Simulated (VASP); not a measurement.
# Rb3SiS (Pm-3m) in VASP: notebook

The runs below take Rb3SiS through single point, relaxation of cell and atoms, with PBE.

All numbers are computed with VASP 6.6.1; they aren't measurements. Logs are shortened: lines on timing, memory, paths and dates and some standing lists are left out, and cuts for length are marked.

**1. The cell of the first run**

Symmetry: Pm-3m, No. 221, cubic system. The conventional cell has a = 6.342 Å, b = 6.342 Å, c = 6.342 Å, α = 90.00°, β = 90.00°, γ = 90.00°. Within 4.2 Å of Rb (site symmetry 4/mmm) lie 2 S at 3.17 Å. Si (site symmetry m-3m) has 12 Rb at 4.48 Å and 8 S at 5.49 Å within 5.9 Å. Within 4.2 Å of S (site symmetry m-3m) lie 6 Rb at 3.17 Å.

**2. Single point, PBE**

INCAR

```
SYSTEM = Rb3SiS
PREC     = Accurate       ! precision mode
ENCUT    = 520            ! plane-wave cutoff, eV
EDIFF    = 1E-7           ! SCF threshold, eV
ISMEAR   = 0              ! smearing method
SIGMA    = 0.1            ! smearing width, eV
LREAL    = .FALSE.        ! projectors in reciprocal space
LASPH    = .TRUE.         ! aspherical terms in the spheres
NELM     = 60             ! most SCF steps
ALGO     = Normal         ! electronic algorithm
ISIF     = 2              ! what is computed and relaxed
LWAVE    = .FALSE.        ! write WAVECAR
LCHARG   = .FALSE.        ! write CHGCAR
GGA      = PE             ! functional
NBANDS   = 26             ! bands
```

KPOINTS

```
regular mesh
0
G
  6 6 6
  0 0 0
```

POSCAR

```
Rb3SiS
1.0
    6.3418795025      0.0000000000      0.0000000000
    0.0000000000      6.3418795025      0.0000000000
    0.0000000000      0.0000000000      6.3418795025
Rb Si S
3 1 1
Direct
    0.5000000000      0.5000000000      0.0000000000
    0.5000000000      0.0000000000      0.5000000000
    0.0000000000      0.5000000000      0.5000000000
    0.0000000000      0.0000000000      0.0000000000
    0.5000000000      0.5000000000      0.5000000000
```

Potentials or basis: VASP PAW PBE potentials, release 64 (Rb_sv, Si, S).

Command:

```
cat potpaw_PBE.64/Rb_sv/POTCAR potpaw_PBE.64/Si/POTCAR potpaw_PBE.64/S/POTCAR > POTCAR
mpirun -np 1 vasp_std > vasp.out
```

OUTCAR:

```text
SYSTEM = Rb3SiS
   PREC = Accurate
   ENCUT = 520
   EDIFF = 1E-7
   ISMEAR = 0
   LREAL = .FALSE.
   LASPH = .TRUE.
   NELM = 60
   ISIF = 2
   GGA = PE

 ion  position               nearest neighbor table
   1  0.500  0.500  0.000-   5 3.17   5 3.17   2 4.48   2 4.48   3 4.48   3 4.48   2 4.48   2 4.48
                             3 4.48   3 4.48
   2  0.500  0.000  0.500-   5 3.17   5 3.17   1 4.48   1 4.48   1 4.48   3 4.48   3 4.48   1 4.48
                             3 4.48   3 4.48
   3  0.000  0.500  0.500-   5 3.17   5 3.17   1 4.48   1 4.48   2 4.48   1 4.48   2 4.48   2 4.48
                             1 4.48   2 4.48
   4  0.000  0.000  0.000-
   5  0.500  0.500  0.500-   1 3.17   2 3.17   3 3.17   1 3.17   2 3.17   3 3.17

  LATTYP: Found a simple cubic cell.
 ALAT       =     6.3418795025

  Lattice vectors:

 A1 = (   6.3418795025,   0.0000000000,   0.0000000000)
 A2 = (   0.0000000000,   6.3418795025,   0.0000000000)
 A3 = (   0.0000000000,   0.0000000000,   6.3418795025)

Analysis of symmetry for initial positions (statically):
=====================================================================
 Subroutine PRICEL returns:
 Original cell was already a primitive cell.

 Routine SETGRP: Setting up the symmetry group for a
 simple cubic supercell.

 Subroutine GETGRP returns: Found 48 space group operations
 (whereof 48 operations were pure point group operations)
 out of a pool of 48 trial point group operations.

The static configuration has the point symmetry O_h .

Analysis of symmetry for dynamics (positions and initial velocities):
=====================================================================
 Subroutine PRICEL returns:
 Original cell was already a primitive cell.

 Routine SETGRP: Setting up the symmetry group for a
 simple cubic supercell.

 Subroutine GETGRP returns: Found 48 space group operations
 (whereof 48 operations were pure point group operations)
 out of a pool of 48 trial point group operations.

The dynamic configuration has the point symmetry O_h .

 Subroutine INISYM returns: Found 48 space group operations
 (whereof 48 operations are pure point group operations),
 and found     1 'primitive' translations

----------------------------------------------------------------------------------------

                                     Primitive cell

  volume of cell :     255.0668

  direct lattice vectors                    reciprocal lattice vectors
     6.341879503  0.000000000  0.000000000     0.157681962  0.000000000  0.000000000
     0.000000000  6.341879503  0.000000000     0.000000000  0.157681962  0.000000000
     0.000000000  0.000000000  6.341879503     0.000000000  0.000000000  0.157681962

  length of vectors
     6.341879503  6.341879503  6.341879503     0.157681962  0.157681962  0.157681962

  position of ions in fractional coordinates (direct lattice)
     0.500000000  0.500000000  0.000000000
     0.500000000  0.000000000  0.500000000
     0.000000000  0.500000000  0.500000000
     0.000000000  0.000000000  0.000000000
     0.500000000  0.500000000  0.500000000

  ion indices of the primitive-cell ions
   primitive index   ion index
                 1           1
                 2           2
                 3           3
                 4           4
                 5           5

----------------------------------------------------------------------------------------

 KPOINTS: regular mesh

Automatic generation of k-mesh.
 Grid dimensions read from file:
 generate k-points for:    6    6    6

 Generating k-lattice:

  Cartesian coordinates                     Fractional coordinates (reciprocal lattice)
     0.026280327  0.000000000  0.000000000     0.166666667  0.000000000  0.000000000
     0.000000000  0.026280327  0.000000000     0.000000000  0.166666667  0.000000000
     0.000000000  0.000000000  0.026280327     0.000000000  0.000000000  0.166666667

  Length of vectors
     0.026280327  0.026280327  0.026280327

  Shift w.r.t. Gamma in fractional coordinates (k-lattice)
     0.000000000  0.000000000  0.000000000

 Subroutine IBZKPT returns following result:
 ===========================================

 Found     20 irreducible k-points:

 Following reciprocal coordinates:
            Coordinates               Weight
  0.000000  0.000000  0.000000      1.000000
  0.166667  0.000000  0.000000      6.000000
  0.333333  0.000000  0.000000      6.000000
  0.500000  0.000000  0.000000      3.000000
  0.166667  0.166667  0.000000     12.000000
  0.333333  0.166667  0.000000     24.000000
[... 12 lines left out ...]
  0.500000  0.500000  0.333333      6.000000
  0.500000  0.500000  0.500000      1.000000
   k-points           NKPTS =     20   k-points in BZ     NKDIM =     20   number of bands    NBANDS=     26
   number of dos      NEDOS =    301   number of ions     NIONS =      5
   total plane-waves  NPLWV = 110592
   dimension x,y,z NGX =    48 NGY =   48 NGZ =   48
   dimension x,y,z NGXF=    96 NGYF=   96 NGZF=   96
   ions per type =               3   1   1
   NGX,Y,Z   is equivalent  to a cutoff of  12.58, 12.58, 12.58 a.u.
   NGXF,Y,Z  is equivalent  to a cutoff of  25.17, 25.17, 25.17 a.u.
 SYSTEM =  Rb3SiS
   PREC   = accura    normal or accurate (medium, high low for compatibility)
   ISTART =      0    job   : 0-new  1-cont  2-samecut
   ICHARG =      2    charge: 1-file 2-atom 10-const
   ISPIN  =      1    spin polarized calculation?
   LNONCOLLINEAR =      F non collinear calculations
   LSORBIT =      F    spin-orbit coupling
   LASPH  =      T    aspherical Exc in radial PAW
   ENCUT  =  520.0 eV  38.22 Ry    6.18 a.u.  11.79 11.79 11.79*2*pi/ulx,y,z
   NELM   =     60;   NELMIN=  2; NELMDL= -5     # of ELM steps
   EDIFF  = 0.1E-06   stopping-criterion for ELM
   LREAL  =      F    real-space projection
   EDIFFG = 0.1E-05   stopping-criterion for IOM
   NSW    =      0    number of steps for IOM
   IBRION =     -1    ionic relax: 0-MD 1-quasi-New 2-CG
   NFREE  =      0    steps in history (QN), initial steepest desc. (CG)
   ISIF   =      2    stress and relaxation
   ISYM   =      2    0-nonsym 1-usesym 2-fastsym
   POTIM  = 0.5000    time-step for ionic-motion
   TEBEG  =    0.0;   TEEND  =   0.0 temperature during run
   PSTRESS=    0.0 pullay stress
   NELECT =      37.0000    total number of electrons
   NUPDOWN=      -1.0000    fix difference up-down
   EMIN   =  10.00;   EMAX   =-10.00  energy-range for DOS
   EFERMI =   0.00;   METHOD = LEGACY
   ISMEAR =     0;   SIGMA  =   0.10  broadening in eV -4-tet -1-fermi 0-gaus
   EFERMI_NEDOS =   21; number of points for ismear=-14 and -15
   IALGO  =     38    algorithm
   IMIX   =      4    mixing-type and parameters
     AMIX     =   0.40;   BMIX     =  1.00
     AMIX_MAG =   1.60;   BMIX_MAG =  1.00
  volume/ion in A,a.u.               =      51.01       344.26
  Fermi-wavevector in a.u.,A,eV,Ry     =   0.860183  1.625510 10.067147  0.739914
  Thomas-Fermi vector in A             =   1.977649
   LORBIT       =      0    0 simple, 1 ext, 2 COOP (PROOUT), +10 PAW based schemes
   GGA     = PE    functional components
   LHFCALC =     F    Hartree Fock is set to
   AEXX    =    0.0000 exact exchange contribution
   IVDW    =     0    specifies the selected vdW correction
   LEPSILON=     F    determine dielectric tensor
   LRPA    =     F    only Hartree local field effects (RPA)
 non-spin polarized calculation
 Gauss-broadening in eV      SIGMA  =   0.10
  energy-cutoff  :      520.00
  volume of cell :      255.07
 maximum number of plane-waves:      6931
 NGX is ok and might be reduce to    48
   NGX = 23   NGY = 23   NGZ = 23

 number of electron      37.0000005 magnetization

 Free energy of the ion-electron system (eV)
  ---------------------------------------------------
  ext. energy  EPLUGINS =         0.00000000
  ---------------------------------------------------
  free energy    TOTEN  =       -12.10145018 eV

  energy without entropy =      -12.03623914  energy(sigma->0) =      -12.06884466

 E-fermi :  -0.2266     XC(G=0):  -6.4725

 val. band max:       -0.2506957228   @ k =   0.5000   0.3333   0.3333
 cond. band min:      -0.2148025485   @ k =   0.1667   0.0000   0.0000
 fundamental gap:      0.0358931743
 Fermi energy:        -0.2265910334

 k-point     1 :       0.0000    0.0000    0.0000
  band No.  band energies     occupation
      1     -26.9970      2.00000
      2     -26.9753      2.00000
      3     -26.9753      2.00000
      4     -11.2543      2.00000
      5     -11.2543      2.00000
      6     -11.2543      2.00000
[... 18 lines left out ...]
     25       3.6074      0.00000
     26       3.6074      0.00000

 k-point     2 :       0.1667    0.0000    0.0000
  band No.  band energies     occupation
      1     -26.9957      2.00000
      2     -26.9766      2.00000
      3     -26.9753      2.00000
      4     -11.2669      2.00000
      5     -11.2469      2.00000
      6     -11.2469      2.00000
[... 18 lines left out ...]
     25       3.7861      0.00000
     26       3.7861      0.00000

 k-point     3 :       0.3333    0.0000    0.0000
  band No.  band energies     occupation
      1     -26.9924      2.00000
      2     -26.9798      2.00000
      3     -26.9753      2.00000
      4     -11.3318      2.00000
      5     -11.2288      2.00000
      6     -11.2288      2.00000
[... 18 lines left out ...]
     25       4.2505      0.00000
     26       4.2505      0.00000

 k-point     4 :       0.5000    0.0000    0.0000
  band No.  band energies     occupation
      1     -26.9898      2.00000
      2     -26.9823      2.00000
      3     -26.9753      2.00000
      4     -11.3825      2.00000
      5     -11.2159      2.00000
      6     -11.2154      2.00000
[... 18 lines left out ...]
     25       4.7276      0.00000
     26       4.7276      0.00000

 k-point     5 :       0.1667    0.1667    0.0000
  band No.  band energies     occupation
      1     -26.9945      2.00000
      2     -26.9771      2.00000
      3     -26.9760      2.00000
      4     -11.3162      2.00000
      5     -11.2397      2.00000
      6     -11.2282      2.00000
[... 18 lines left out ...]
     25       3.9459      0.00000
     26       3.9840      0.00000

 k-point     6 :       0.3333    0.1667    0.0000
  band No.  band energies     occupation
      1     -26.9913      2.00000
      2     -26.9799      2.00000
      3     -26.9762      2.00000
      4     -11.4234      2.00000
      5     -11.2282      2.00000
      6     -11.2222      2.00000
[... 311 lines left out ...]
 k-point    17 :       0.3333    0.3333    0.3333
  band No.  band energies     occupation
      1     -26.9860      2.00000
      2     -26.9805      2.00000
      3     -26.9805      2.00000
      4     -11.7338      2.00000
      5     -11.2612      2.00000
      6     -11.2538      2.00000
[... 18 lines left out ...]
     25       4.3746      0.00000
     26       4.3746      0.00000

 k-point    18 :       0.5000    0.3333    0.3333
  band No.  band energies     occupation
      1     -26.9841      2.00000
      2     -26.9823      2.00000
      3     -26.9805      2.00000
      4     -11.7809      2.00000
      5     -11.2696      2.00000
      6     -11.2635      2.00000
[... 18 lines left out ...]
     25       4.4698      0.00000
     26       4.7523      0.00000

 k-point    19 :       0.5000    0.5000    0.3333
  band No.  band energies     occupation
      1     -26.9823      2.00000
      2     -26.9823      2.00000
      3     -26.9823      2.00000
      4     -11.8269      2.00000
      5     -11.2784      2.00000
      6     -11.2659      2.00000
[... 18 lines left out ...]
     25       4.9105      0.00000
     26       4.9106      0.00000

 k-point    20 :       0.5000    0.5000    0.5000
  band No.  band energies     occupation
      1     -26.9823      2.00000
      2     -26.9823      2.00000
      3     -26.9823      2.00000
      4     -11.8719      2.00000
      5     -11.2777      2.00000
      6     -11.2777      2.00000
[... 18 lines left out ...]
     25       5.0679      0.00000
     26       5.0679      0.00000

------------------------ aborting loop because EDIFF is reached ----------------------------------------

  FORCE on cell =-STRESS in cart. coord.  units (eV):
  Direction    XX          YY          ZZ          XY          YZ          ZX
  --------------------------------------------------------------------------------------
  -------------------------------------------------------------------------------------
  Total        0.0322579      0.0322579      0.0322579      0.0000000     -0.0000000      0.0000000
  in kB        0.2026247      0.2026247      0.2026247      0.0000000     -0.0000000      0.0000000
  external PRESSURE =       0.2026247 kB  Pullay stress =       0.0000000 kB

 VOLUME and BASIS-vectors are now :
 -----------------------------------------------------------------------------
  energy-cutoff  :      520.00
  volume of cell :      255.07
      direct lattice vectors                 reciprocal lattice vectors
     6.341879503  0.000000000  0.000000000     0.157681962  0.000000000  0.000000000
     0.000000000  6.341879503  0.000000000     0.000000000  0.157681962  0.000000000
     0.000000000  0.000000000  6.341879503     0.000000000  0.000000000  0.157681962

 POSITION                                       TOTAL-FORCE (eV/Angst)
 -----------------------------------------------------------------------------------
      3.17094      3.17094      0.00000         0.000000      0.000000      0.000000
      3.17094      0.00000      3.17094         0.000000      0.000000      0.000000
      0.00000      3.17094      3.17094         0.000000      0.000000      0.000000
      0.00000      0.00000      0.00000         0.000000      0.000000      0.000000
      3.17094      3.17094      3.17094         0.000000      0.000000      0.000000
 -----------------------------------------------------------------------------------
    total drift:                                0.000000     -0.000000     -0.000000

  FREE ENERGIE OF THE ION-ELECTRON SYSTEM (eV)
  ---------------------------------------------------
  free  energy   TOTEN  =       -12.1014501831 eV

  energy  without entropy=      -12.0362391411  energy(sigma->0) =      -12.06884466
```

Run time: 2.2 min. Hardware: 1 thread of Intel Xeon 6975P-C, shared host; peak memory 0.36 GiB.

Results:

```
Free energy : -12.1015 eV
Pressure    : 0.0 GPa
```

**3. Relaxation of cell and atoms, PBE**

This run uses another cell than the first one, of 50.02 Å³/atom, 0.981 times its volume.

INCAR

```
SYSTEM = Rb3SiS
PREC     = Accurate       ! precision mode
ENCUT    = 600            ! plane-wave cutoff, eV
EDIFF    = 1E-7           ! SCF threshold, eV
ISMEAR   = 0              ! smearing method
SIGMA    = 0.1            ! smearing width, eV
LREAL    = .FALSE.        ! projectors in reciprocal space
LASPH    = .TRUE.         ! aspherical terms in the spheres
NELM     = 80             ! most SCF steps
ALGO     = Normal         ! electronic algorithm
ISIF     = 3              ! what is computed and relaxed
LWAVE    = .FALSE.        ! write WAVECAR
LCHARG   = .FALSE.        ! write CHGCAR
GGA      = PE             ! functional
IBRION   = 2              ! ionic algorithm
NSW      = 100            ! ionic steps
EDIFFG   = -0.01          ! ionic threshold
```

KPOINTS

```
Automatic mesh
0
G
  6 6 6
  0 0 0
```

Changes to POSCAR since step 2:

```diff
@@ -2,5 +2,5 @@
 1.0
-    6.3418795025      0.0000000000      0.0000000000
-    0.0000000000      6.3418795025      0.0000000000
-    0.0000000000      0.0000000000      6.3418795025
+    6.3004314171      0.0000000000      0.0000000000
+    0.0000000000      6.3004314171      0.0000000000
+    0.0000000000      0.0000000000      6.3004314171
 Rb Si S
```

Potentials or basis: VASP PAW PBE potentials, release 64 (Rb_sv, Si, S).

Command:

```
cat potpaw_PBE.64/Rb_sv/POTCAR potpaw_PBE.64/Si/POTCAR potpaw_PBE.64/S/POTCAR > POTCAR
mpirun -np 1 vasp_std > vasp.out
```

It took 5.6 min on 1 thread of Intel Xeon 6975P-C, shared host; peak memory 0.45 GiB.

It converged, with:

| Property | Result |
| --- | --- |
| Free energy | -12.1015 eV |
| Relaxed volume | 51.20 Å³/atom |
| Relaxed cell | a = 6.350 Å, b = 6.350 Å, c = 6.350 Å, α = 90.00°, β = 90.00°, γ = 90.00° |
| Space group after relaxing (to 0.05 Å) | Pm-3m (No. 221) |
| Energy gained by relaxing | 0.8 meV/atom |
| Ionic steps | 3 |
| Pressure after relaxing | 0.0 GPa |

The path:
| step | energy change (eV) | largest force (eV/Å) | pressure (GPa) | volume (Å³) |
| --- | --- | --- | --- | --- |
| 1 | 0.0000 | 0.0000 | 0.24 | 250.10 |
| 2 | -0.0031 | 0.0000 | 0.12 | 252.85 |
| 3 | -0.0042 | 0.0000 | -0.01 | 256.01 |

Final structure:
```
Rb Si S
1.0
     6.34966    0.00000    0.00000
     0.00000    6.34966    0.00000
     0.00000    0.00000    6.34966
Rb Si S
3 1 1
Cartesian
  3.1748 3.1748 0.0000
  3.1748 0.0000 3.1748
  0.0000 3.1748 3.1748
  0.0000 0.0000 0.0000
  3.1748 3.1748 3.1748
```

Levels at points of the mesh, in eV from the Fermi level:
```
           k point  band 16  band 17  band 18  band 19  band 20  band 21
(0.00, 0.00, 0.00)    -0.30    -0.30     0.29     0.29     0.29     1.49
(0.50, 0.00, 0.00)    -0.48    -0.31    -0.31     0.15     0.15     2.68
(0.50, 0.50, 0.00)    -1.14    -0.38    -0.11    -0.11     0.12     3.26
(0.50, 0.50, 0.50)    -1.12    -1.12    -0.07    -0.07    -0.07     3.51
```
